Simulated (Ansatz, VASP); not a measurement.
# One calculation of AlNi, two programs

```
CELL_PARAMETERS angstrom
2.02578 -2.02559 0.00000
2.02578 2.02559 0.00000
0.00000 0.00000 2.85992
ATOMIC_POSITIONS crystal
Al 0.00000 0.00000 0.00000
Ni 0.50000 0.50000 0.50000
```

Alike in both runs: functional r2SCAN; k mesh 20 × 20 × 18; occupations gaussian, width 0.1 eV; no spin polarisation.

Ansatz relaxed the structure, and its values are those at the end. VASP's run is a single point on that final structure, the one shown.

|  | VASP | Ansatz |
| --- | --- | --- |
| version | VASP 6.6.1 | Ansatz 0.2.0 |
| potentials or method | VASP PAW PBE potentials, release 64 (Al, Ni), cutoff 520 eV | scalar-relativistic, plane waves, PAW |
| valence electrons in the cell | 13 | 21 |

Ansatz gave:

| Item | Value |
| --- | --- |
| gap on the k mesh at the Fermi level (eV) | none |
| pressure (GPa) | 0.0 |

Question: Estimate VASP's values.

Answer: gap on the k mesh at the Fermi level (eV): none; pressure (GPa): -0.2.

VASP's potentials were made for PBE, not for r2SCAN. A gap of «none» marks a metal or a gap that the smearing closes. VASP's potentials hold 13 valence electrons a cell and Ansatz's 21, so a difference there can come from the potentials and not from the codes.
